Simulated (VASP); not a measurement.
# Cu (Fmmm) in VASP: further runs, part 2 of 2

VASP 6.6.1. The steps go on from the part before.

## 3. Relaxation of cell and atoms, PBE

This run uses another cell than the first one: it holds 2 atoms, not 4.

Contents of INCAR:

```
SYSTEM = Cu
ALGO = Fast
EDIFF = 1E-6
EDIFFG = -0.04
ENCUT = 600
GGA = PE
IBRION = 2
ISIF = 3
ISMEAR = 0
LASPH = .TRUE.
LCHARG = .FALSE.
LREAL = .FALSE.
LWAVE = .FALSE.
NELM = 100
NSW = 90
PREC = Accurate
SIGMA = 0.1
```

Contents of KPOINTS:

```
k-points
0
G
  8 8 8
  0 0 0
```

Contents of POSCAR:

```
Cu
1.0
    0.0000000000      2.1581275598      4.5743712908
    1.2791035583      0.0000000000      4.5743712908
    1.2791035583      2.1581275598      0.0000000000
Cu
2
Direct
    0.1324006566      0.1324006566      0.8675993434
    0.8675993434      0.8675993434      0.1324006566
```

Potentials or basis: VASP PAW PBE potentials, release 64 (Cu).

On the command line:

```sh
$ cat potpaw_PBE.64/Cu/POTCAR > POTCAR
$ mpirun -np 1 vasp_std > vasp.out
```

OUTCAR:

```text
SYSTEM = Cu
   EDIFF = 1E-6
   EDIFFG = -0.04
   ENCUT = 600
   GGA = PE
   IBRION = 2
   ISIF = 3
   ISMEAR = 0
   LASPH = .TRUE.
   LREAL = .FALSE.
   NELM = 100
   NSW = 90
   PREC = Accurate

 ion  position               nearest neighbor table
   1  0.132  0.132  0.868-   2 2.42   2 2.50   2 2.50
   2  0.868  0.868  0.132-   1 2.42   1 2.50   1 2.50

  LATTYP: Found a face centered orthorhombic cell.
 ALAT       =     2.5582071166
 B/A-ratio  =     1.6872187915
 C/A-ratio  =     3.5762321675

  Lattice vectors:

 A1 = (   0.0000000000,   2.1581275598,   4.5743712908)
 A2 = (   1.2791035583,   0.0000000000,   4.5743712908)
 A3 = (   1.2791035583,   2.1581275598,   0.0000000000)

Analysis of symmetry for initial positions (statically):
=====================================================================
 Subroutine PRICEL returns:
 Original cell was already a primitive cell.

 Routine SETGRP: Setting up the symmetry group for a
 face centered orthorhombic supercell.

 Subroutine GETGRP returns: Found  8 space group operations
 (whereof  8 operations were pure point group operations)
 out of a pool of  8 trial point group operations.

The static configuration has the point symmetry D_2h.

Analysis of symmetry for dynamics (positions and initial velocities):
[... 344 lines left out ...]

 Free energy of the ion-electron system (eV)
  ---------------------------------------------------
  ext. energy  EPLUGINS =         0.00000000
  ---------------------------------------------------
  free energy    TOTEN  =        -7.10909565 eV

  energy without entropy =       -7.10479208  energy(sigma->0) =       -7.10694387

 E-fermi :   6.7994     XC(G=0): -12.3139

 val. band max:        6.7942273596   @ k =  -0.3750   0.1250   0.0000
 cond. band min:       6.8377490446   @ k =   0.3750  -0.1250   0.2500
 fundamental gap:      0.0435216850
 Fermi energy:         6.7993976257

 k-point     1 :       0.0000    0.0000    0.0000
  band No.  band energies     occupation
      1      -2.0790      2.00000
      2       1.8964      2.00000
      3       3.1248      2.00000
      4       3.7574      2.00000
      5       3.8675      2.00000
      6       4.1532      2.00000
      7       4.2622      2.00000
      8       4.6396      2.00000
      9       4.6697      2.00000
     10       4.9596      2.00000
     11       5.1199      2.00000
     12       5.2445      2.00000
     13       8.9806      0.00000
     14      26.1799      0.00000
[... 401 lines left out ...]
      2       2.8041      2.00000
      3       3.1384      2.00000
      4       3.3029      2.00000
      5       3.5270      2.00000
      6       4.0221      2.00000
      7       4.2687      2.00000
      8       4.6168      2.00000
      9       4.8813      2.00000
     10       5.1880      2.00000
     11       5.3213      2.00000
     12       8.8255      0.00000
     13      12.2559      0.00000
     14      16.1599      0.00000
     15      17.8294      0.00000

 [... further k-points ...]

------------------------ aborting loop because EDIFF is reached ----------------------------------------

  FORCE on cell =-STRESS in cart. coord.  units (eV):
  Direction    XX          YY          ZZ          XY          YZ          ZX
  --------------------------------------------------------------------------------------
  -------------------------------------------------------------------------------------
  Total        0.0034847     -0.0325750     -0.0121091      0.0000000      0.0000000      0.0000000
  in kB        0.2212014     -2.0678153     -0.7686663      0.0000000      0.0000000      0.0000000
  external PRESSURE =      -0.8717601 kB  Pullay stress =       0.0000000 kB
[... 17 lines left out ...]
  FREE ENERGIE OF THE ION-ELECTRON SYSTEM (eV)
  ---------------------------------------------------
  free  energy   TOTEN  =        -7.1090956534 eV

  energy  without entropy=       -7.1047920834  energy(sigma->0) =       -7.10694387

 reached required accuracy - stopping structural energy minimisation
```

OSZICAR:

```text
N       E                     dE             d eps       ncg     rms          rms(c)
DAV:   1     0.127644626823E+03    0.12764E+03   -0.11552E+04  2930   0.282E+03
[... 100 lines left out ...]
RMM:   2    -0.710962853584E+01    0.11466E-02   -0.67247E-04  2850   0.422E-01    0.161E-01
RMM:   3    -0.710913349562E+01    0.49504E-03   -0.81861E-04  2869   0.471E-01    0.665E-02
RMM:   4    -0.710908469108E+01    0.48805E-04   -0.39615E-04  2888   0.348E-01    0.605E-03
RMM:   5    -0.710909397834E+01   -0.92873E-05   -0.96795E-05  2828   0.103E-01    0.744E-03
RMM:   6    -0.710909663853E+01   -0.26602E-05   -0.30199E-05  2823   0.107E-01    0.101E-02
RMM:   7    -0.710909530207E+01    0.13365E-05   -0.84355E-06  2762   0.564E-02    0.778E-04
RMM:   8    -0.710909565343E+01   -0.35136E-06   -0.29877E-06  2075   0.180E-02
  10 F= -.71090957E+01 E0= -.71069439E+01  d E =-.922458E-03
```

CONTCAR:

```text
Cu
   1.00000000000000
     0.0000000000000000    2.1246226443183742    4.5870751588146943
     1.2948990573607497    0.0000000000000000    4.5870751588146943
     1.2948990573607497    2.1246226443183742    0.0000000000000000
  Cu
     2
Direct
     0.1323059416674523    0.1323059416674523    0.8676940583325476
     0.8676940583325476    0.8676940583325476    0.1323059416674523

  0.00000000E+00  0.00000000E+00  0.00000000E+00
  0.00000000E+00  0.00000000E+00  0.00000000E+00
```

It took 7.3 min on 1 thread of AMD EPYC 9R45 (Zen 5), shared host; peak memory 0.18 GiB.

What came out:

```
Free energy                            : -7.1091 eV
Relaxed volume                         : 12.62 Å³/atom
Relaxed cell                           : a = 5.055 Å, b = 4.766 Å, c = 2.488 Å, α = 81.87°, β = 68.97°, γ = 29.16°
Space group after relaxing (to 0.05 Å) : Fmmm (No. 69)
Energy gained by relaxing              : 1.7 meV/atom
Ionic steps                            : 10
Pressure after relaxing                : -0.1 GPa
Largest force after relaxing           : 0.024 eV/Å
Band gap on the k mesh                 : zero (band 11 reaches 10.94 eV, above the bottom of band 12 at 5.11 eV)
```

Forces in eV/Å, atoms in the order of the input:
```
Cu   0.000  0.000  0.024
Cu   0.000  0.000 -0.024
```

Stress tensor (GPa, compression positive):
```
 0.02  0.00  0.00
 0.00 -0.21  0.00
 0.00  0.00 -0.08
```

Step by step:
| step | energy change (eV) | largest force (eV/Å) | pressure (GPa) | volume (Å³) |
| --- | --- | --- | --- | --- |
| 1 | 0.0000 | 0.0149 | 0.16 | 25.25 |
| 2 | -0.0019 | 0.0003 | -0.35 | 25.30 |
| 3 | -0.0021 | 0.0042 | -0.40 | 25.31 |
| 4 | -0.0020 | 0.0113 | -0.62 | 25.34 |
| 5 | -0.0021 | 0.0001 | 0.03 | 25.32 |
| 6 | -0.0021 | 0.0088 | -0.82 | 25.33 |
| 7 | -0.0024 | 0.0102 | 1.04 | 25.16 |
| 8 | -0.0025 | 0.0076 | 0.24 | 25.23 |
| 9 | -0.0032 | 0.0165 | -0.10 | 25.23 |
| 10 | -0.0034 | 0.0240 | -0.09 | 25.24 |

Final structure:
```
Cu
1.0
     0.00000    2.12462    4.58708
     1.29490    0.00000    4.58708
     1.29490    2.12462    0.00000
Cu
2
Direct
  0.13231 0.13231 0.86769
  0.86769 0.86769 0.13231
```

Caveat: the k points lie up to 0.37 Å⁻¹ apart in the final cell.
